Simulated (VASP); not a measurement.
# Ti (P6_3/mmc) in VASP: relaxation of cell and atoms with PBE

Aim: the relaxation of cell and atoms of Ti with PBE.

Program: VASP 6.6.1. These are calculated values, not measurements. Logs are shortened: lines on timing, memory, paths and dates and some standing lists are left out, and cuts for length are marked.

### Step 1. The cell of the first run

It takes space group P6_3/mmc (No. 194, hexagonal). The conventional cell has a = 2.950 Å, b = 2.950 Å, c = 4.680 Å, α = 90.00°, β = 90.00°, γ = 120.00°. Ti (site symmetry -6m2) has 12 Ti at 2.89 to 2.95 Å within 3.8 Å.

### Step 2. Relaxation of cell and atoms, PBE

The input, INCAR:

```
SYSTEM = Ti
ALGO     = Fast           ! electronic algorithm
EDIFF    = 1E-6           ! SCF threshold, eV
EDIFFG   = -0.01          ! ionic threshold
ENCUT    = 600            ! plane-wave cutoff, eV
GGA      = PE             ! functional
IBRION   = 2              ! ionic algorithm
ISIF     = 3              ! what is computed and relaxed
ISMEAR   = 0              ! smearing method
LASPH    = .True.         ! aspherical terms in the spheres
LCHARG   = .False.        ! write CHGCAR
LREAL    = .False.        ! projectors in reciprocal space
LWAVE    = .False.        ! write WAVECAR
NELM     = 100            ! most SCF steps
NSW      = 80             ! ionic steps
PREC     = Accurate       ! precision mode
SIGMA    = 0.1            ! smearing width, eV
```

The input, KPOINTS:

```
k-points
0
Gamma
  8 8 10
  0 0 0
```

The input, POSCAR:

```
Ti
1.0
    5.9000000000      0.0000000000      0.0000000000
   -2.9500000000      5.1095498824      0.0000000000
    0.0000000000      0.0000000000      4.6800000000
Ti
8
Direct
    0.1666666667      0.3333333333      0.2500000000
    0.3333333333      0.1666666667      0.7500000000
    0.1666666667      0.8333333333      0.2500000000
    0.3333333333      0.6666666667      0.7500000000
    0.6666666667      0.3333333333      0.2500000000
    0.8333333333      0.1666666667      0.7500000000
    0.6666666667      0.8333333333      0.2500000000
    0.8333333333      0.6666666667      0.7500000000
```

Potentials or basis: VASP PAW PBE potentials, release 64 (Ti_sv).

Started as:

```bash
> cat potpaw_PBE.64/Ti_sv/POTCAR > POTCAR
> mpirun -np 1 vasp_std > vasp.out
```

OUTCAR:

```text
SYSTEM = Ti
   EDIFF = 1E-6
   EDIFFG = -0.01
   ENCUT = 600
   GGA = PE
   IBRION = 2
   ISIF = 3
   ISMEAR = 0
   LASPH = .True.
   LREAL = .False.
   NELM = 100
   NSW = 80
   PREC = Accurate

 ion  position               nearest neighbor table
   1  0.167  0.333  0.250-   2 2.89   2 2.89   6 2.89   6 2.89   4 2.89   4 2.89
   2  0.333  0.167  0.750-   1 2.89   1 2.89   5 2.89   5 2.89   3 2.89   3 2.89
   3  0.167  0.833  0.250-   4 2.89   4 2.89   8 2.89   8 2.89   2 2.89   2 2.89
   4  0.333  0.667  0.750-   3 2.89   3 2.89   7 2.89   7 2.89   1 2.89   1 2.89
   5  0.667  0.333  0.250-   6 2.89   6 2.89   2 2.89   2 2.89   8 2.89   8 2.89
   6  0.833  0.167  0.750-   5 2.89   5 2.89   1 2.89   1 2.89   7 2.89   7 2.89
   7  0.667  0.833  0.250-   8 2.89   8 2.89   4 2.89   4 2.89   6 2.89   6 2.89
   8  0.833  0.667  0.750-   7 2.89   7 2.89   3 2.89   3 2.89   5 2.89   5 2.89

  LATTYP: Found a hexagonal cell.
 ALAT       =     5.9000000000
 C/A-ratio  =     0.7932203390

  Lattice vectors:

 A1 = (   5.9000000000,   0.0000000000,   0.0000000000)
 A2 = (  -2.9500000000,   5.1095498824,   0.0000000000)
 A3 = (   0.0000000000,   0.0000000000,   4.6800000000)

Analysis of symmetry for initial positions (statically):
=====================================================================
 Subroutine PRICEL returns following result:

  LATTYP: Found a hexagonal cell.
 ALAT       =     2.9500000000
 C/A-ratio  =     1.5864406780

  Lattice vectors:

 A1 = (   2.9500000000,   0.0000000000,   0.0000000000)
 A2 = (  -1.4750000000,   2.5547749412,   0.0000000000)
 A3 = (   0.0000000000,   0.0000000000,   4.6800000000)

   4 primitive cells build up your supercell.

 Routine SETGRP: Setting up the symmetry group for a
 hexagonal supercell.

 Subroutine GETGRP returns: Found 24 space group operations
 (whereof 12 operations were pure point group operations)
 out of a pool of 24 trial point group operations.

The static configuration has the point symmetry D_3d.
 The point group associated with its full space group is D_6h.

Analysis of symmetry for dynamics (positions and initial velocities):
=====================================================================
 Subroutine PRICEL returns following result:

  LATTYP: Found a hexagonal cell.
 ALAT       =     2.9500000000
 C/A-ratio  =     1.5864406780

  Lattice vectors:

 A1 = (   2.9500000000,   0.0000000000,   0.0000000000)
 A2 = (  -1.4750000000,   2.5547749412,   0.0000000000)
 A3 = (   0.0000000000,   0.0000000000,   4.6800000000)

   4 primitive cells build up your supercell.

 Routine SETGRP: Setting up the symmetry group for a
 hexagonal supercell.

 Subroutine GETGRP returns: Found 24 space group operations
 (whereof 12 operations were pure point group operations)
 out of a pool of 24 trial point group operations.

The dynamic configuration has the point symmetry D_3d.
 The point group associated with its full space group is D_6h.

 Subroutine INISYM returns: Found 24 space group operations
 (whereof 12 operations are pure point group operations),
 and found     4 'primitive' translations

----------------------------------------------------------------------------------------

                                     Primitive cell

  volume of cell :      35.2712

  direct lattice vectors                    reciprocal lattice vectors
     2.950000000  0.000000000  0.000000000     0.338983051  0.195711956  0.000000000
    -1.475000000  2.554774941  0.000000000     0.000000000  0.391423911  0.000000000
     0.000000000  0.000000000  4.680000000     0.000000000  0.000000000  0.213675214

  length of vectors
     2.950000000  2.950000000  4.680000000     0.391423911  0.391423911  0.213675214

  position of ions in fractional coordinates (direct lattice)
     0.333333333  0.666666667  0.250000000
     0.666666667  0.333333333  0.750000000

  ion indices of the primitive-cell ions
   primitive index   ion index
                 1           1
                 2           2

----------------------------------------------------------------------------------------

 KPOINTS: k-points

Automatic generation of k-mesh.
 Grid dimensions read from file:
 generate k-points for:    8    8   10

 Generating k-lattice:

  Cartesian coordinates                     Fractional coordinates (reciprocal lattice)
     0.021186441  0.012231997  0.000000000     0.125000000 -0.000000000  0.000000000
     0.000000000  0.024463994  0.000000000     0.000000000  0.125000000  0.000000000
     0.000000000  0.000000000  0.021367521     0.000000000  0.000000000  0.100000000

  Length of vectors
     0.024463994  0.024463994  0.021367521

  Shift w.r.t. Gamma in fractional coordinates (k-lattice)
     0.000000000  0.000000000  0.000000000

 Subroutine IBZKPT returns following result:
 ===========================================

 Found     60 irreducible k-points:

 Following reciprocal coordinates:
            Coordinates               Weight
  0.000000  0.000000  0.000000      1.000000
  0.125000  0.000000  0.000000      6.000000
  0.250000  0.000000  0.000000      6.000000
  0.375000  0.000000  0.000000      6.000000
  0.500000  0.000000  0.000000      3.000000
  0.125000  0.125000  0.000000      6.000000
[... 16 lines left out ...]
  0.250000  0.000000  0.200000     12.000000
  0.375000  0.000000  0.200000     12.000000
 [... further k-points ...]
   k-points           NKPTS =     60   k-points in BZ     NKDIM =     60   number of bands    NBANDS=     57
   number of dos      NEDOS =    301   number of ions     NIONS =      8
   total plane-waves  NPLWV =  92160
   dimension x,y,z NGX =    48 NGY =   48 NGZ =   40
   dimension x,y,z NGXF=    96 NGYF=   96 NGZF=   80
   ions per type =               8
   NGX,Y,Z   is equivalent  to a cutoff of  13.53, 13.53, 14.21 a.u.
   NGXF,Y,Z  is equivalent  to a cutoff of  27.05, 27.05, 28.42 a.u.
 SYSTEM =  Ti
   PREC   = accura    normal or accurate (medium, high low for compatibility)
   ISTART =      0    job   : 0-new  1-cont  2-samecut
   ICHARG =      2    charge: 1-file 2-atom 10-const
   ISPIN  =      1    spin polarized calculation?
   LNONCOLLINEAR =      F non collinear calculations
   LSORBIT =      F    spin-orbit coupling
   LASPH  =      T    aspherical Exc in radial PAW
   ENCUT  =  600.0 eV  44.10 Ry    6.64 a.u.  11.78 11.78  9.35*2*pi/ulx,y,z
   NELM   =    100;   NELMIN=  2; NELMDL= -5     # of ELM steps
   EDIFF  = 0.1E-05   stopping-criterion for ELM
   LREAL  =      F    real-space projection
   EDIFFG = -.1E-01   stopping-criterion for IOM
   NSW    =     80    number of steps for IOM
   IBRION =      2    ionic relax: 0-MD 1-quasi-New 2-CG
   NFREE  =      1    steps in history (QN), initial steepest desc. (CG)
   ISIF   =      3    stress and relaxation
   ISYM   =      2    0-nonsym 1-usesym 2-fastsym
   POTIM  = 0.5000    time-step for ionic-motion
   TEBEG  =    0.0;   TEEND  =   0.0 temperature during run
   PSTRESS=    0.0 pullay stress
   NELECT =      96.0000    total number of electrons
   NUPDOWN=      -1.0000    fix difference up-down
   EMIN   =  10.00;   EMAX   =-10.00  energy-range for DOS
   EFERMI =   0.00;   METHOD = LEGACY
   ISMEAR =     0;   SIGMA  =   0.10  broadening in eV -4-tet -1-fermi 0-gaus
   EFERMI_NEDOS =   21; number of points for ismear=-14 and -15
   IALGO  =     68    algorithm
   IMIX   =      4    mixing-type and parameters
     AMIX     =   0.40;   BMIX     =  1.00
     AMIX_MAG =   1.60;   BMIX_MAG =  1.00
  volume/ion in A,a.u.               =      17.64       119.01
  Fermi-wavevector in a.u.,A,eV,Ry     =   1.439920  2.721055 28.209912  2.073370
  Thomas-Fermi vector in A             =   2.558722
   LORBIT       =      0    0 simple, 1 ext, 2 COOP (PROOUT), +10 PAW based schemes
   GGA     = PE    functional components
   LHFCALC =     F    Hartree Fock is set to
   AEXX    =    0.0000 exact exchange contribution
   IVDW    =     0    specifies the selected vdW correction
   LEPSILON=     F    determine dielectric tensor
   LRPA    =     F    only Hartree local field effects (RPA)
 conjugate gradient relaxation of ions
 non-spin polarized calculation
 RMM-DIIS sequential band-by-band and
 Gauss-broadening in eV      SIGMA  =   0.10
  energy-cutoff  :      600.00
  volume of cell :      141.08
 maximum number of plane-waves:      4738
 NGX is ok and might be reduce to    48
   NGX = 23   NGY = 23   NGZ = 19

--------------------------------------- Ionic step        1  -------------------------------------------

 number of electron      95.9999986 magnetization

 Free energy of the ion-electron system (eV)
  ---------------------------------------------------
  ext. energy  EPLUGINS =         0.00000000
  ---------------------------------------------------
  free energy    TOTEN  =       -62.69395207 eV

  energy without entropy =      -62.65175536  energy(sigma->0) =      -62.67285371

------------------------ aborting loop because EDIFF is reached ----------------------------------------

  FORCE on cell =-STRESS in cart. coord.  units (eV):
  Direction    XX          YY          ZZ          XY          YZ          ZX
  --------------------------------------------------------------------------------------
  -------------------------------------------------------------------------------------
  Total       -1.4778212     -1.4778212     -1.8091918      0.0000000     -0.0000000      0.0000000
  in kB      -16.7823190    -16.7823190    -20.5454042      0.0000000     -0.0000000      0.0000000
  external PRESSURE =     -18.0366807 kB  Pullay stress =       0.0000000 kB
[... 153 lines left out ...]
  energy  without entropy=      -62.6657233178  energy(sigma->0) =      -62.68644577

--------------------------------------- Ionic step        5  -------------------------------------------

 number of electron      95.9999973 magnetization

 Free energy of the ion-electron system (eV)
  ---------------------------------------------------
  ext. energy  EPLUGINS =         0.00000000
  ---------------------------------------------------
  free energy    TOTEN  =       -62.70729320 eV

  energy without entropy =      -62.66593854  energy(sigma->0) =      -62.68661587

 E-fermi :   8.3616     XC(G=0): -11.5045

 val. band max:        8.3570248982   @ k =   0.3750   0.2500   0.3000
 cond. band min:       8.3619570091   @ k =   0.2500   0.1250   0.5000
 fundamental gap:      0.0049321109
 Fermi energy:         8.3616464076

 k-point     1 :       0.0000    0.0000    0.0000
  band No.  band energies     occupation
      1     -48.5061      2.00000
      2     -48.3881      2.00000
      3     -48.3881      2.00000
      4     -48.3881      2.00000
      5     -48.3681      2.00000
      6     -48.3433      2.00000
[... 1429 lines left out ...]
     56       9.3525      0.00000
     57       9.3803      0.00000

 [... further k-points ...]

------------------------ aborting loop because EDIFF is reached ----------------------------------------

  FORCE on cell =-STRESS in cart. coord.  units (eV):
  Direction    XX          YY          ZZ          XY          YZ          ZX
  --------------------------------------------------------------------------------------
  -------------------------------------------------------------------------------------
  Total        0.0562261      0.0562261     -0.0319659      0.0000000      0.0000000      0.0000000
  in kB        0.6493224      0.6493224     -0.3691554      0.0000000      0.0000000      0.0000000
  external PRESSURE =       0.3098298 kB  Pullay stress =       0.0000000 kB
[... 23 lines left out ...]
  FREE ENERGIE OF THE ION-ELECTRON SYSTEM (eV)
  ---------------------------------------------------
  free  energy   TOTEN  =       -62.7072931976 eV

  energy  without entropy=      -62.6659385434  energy(sigma->0) =      -62.68661587

 reached required accuracy - stopping structural energy minimisation
```

Run time: 90 min. Hardware: 1 thread of AMD EPYC 9R45 (Zen 5), shared host; peak memory 0.57 GiB.

Results:

```
Free energy                           : -62.7073 eV
Relaxed volume                        : 17.34 Å³/atom
Relaxed cell                          : a = 5.872 Å, b = 5.872 Å, c = 4.647 Å, α = 90.00°, β = 90.00°, γ = 120.00°
Space group after relaxing (to 0.1 Å) : P6_3/mmc (No. 194)
Energy gained by relaxing             : 1.7 meV/atom
Ionic steps                           : 5
Pressure after relaxing               : 0.0 GPa
Band gap on the k mesh                : zero (bands 48 and 49 overlap by 0.89 eV)
```

Stress tensor (GPa, compression positive):
```
 0.06  0.00  0.00
 0.00  0.06  0.00
 0.00  0.00 -0.04
```

The path:
```
step  energy change (eV)  largest force (eV/Å)  pressure (GPa)  volume (Å³)
   1              0.0000                0.0000           -1.80       141.08
   2             -0.0059                0.0000            1.38       137.07
   3             -0.0132                0.0000           -0.01       138.77
   4             -0.0132                0.0000            0.02       138.73
   5             -0.0133                0.0000            0.03       138.74
```

Final structure:
```cif
data_structure
_symmetry_space_group_name_H-M 'P 1'
_symmetry_Int_Tables_number 1
_cell_length_a 5.8717
_cell_length_b 5.8717
_cell_length_c 4.6465
_cell_angle_alpha 90.000
_cell_angle_beta 90.000
_cell_angle_gamma 120.000
_cell_volume 138.74
loop_
_atom_site_label
_atom_site_type_symbol
_atom_site_fract_x
_atom_site_fract_y
_atom_site_fract_z
_atom_site_occupancy
Ti1 Ti 0.16667 0.33333 0.25000 1
Ti2 Ti 0.33333 0.16667 0.75000 1
Ti3 Ti 0.16667 0.83333 0.25000 1
Ti4 Ti 0.33333 0.66667 0.75000 1
Ti5 Ti 0.66667 0.33333 0.25000 1
Ti6 Ti 0.83333 0.16667 0.75000 1
Ti7 Ti 0.66667 0.83333 0.25000 1
Ti8 Ti 0.83333 0.66667 0.75000 1
```

Levels at points of the mesh, in eV from the Fermi level:
```
           k point  band 45  band 46  band 47  band 48  band 49  band 50  band 51  band 52
(0.00, 0.00, 0.00)    -0.64    -0.64     0.47     0.47     0.47     0.62     0.62     0.62
(0.50, 0.00, 0.00)    -0.93    -0.93    -0.43    -0.43     0.15     0.15     0.67     0.67
(0.00, 0.00, 0.50)    -0.82    -0.82     0.08     0.08     0.67     0.67     0.67     0.67
(0.50, 0.00, 0.50)    -0.54    -0.54    -0.54    -0.54    -0.13    -0.13    -0.13    -0.13
```
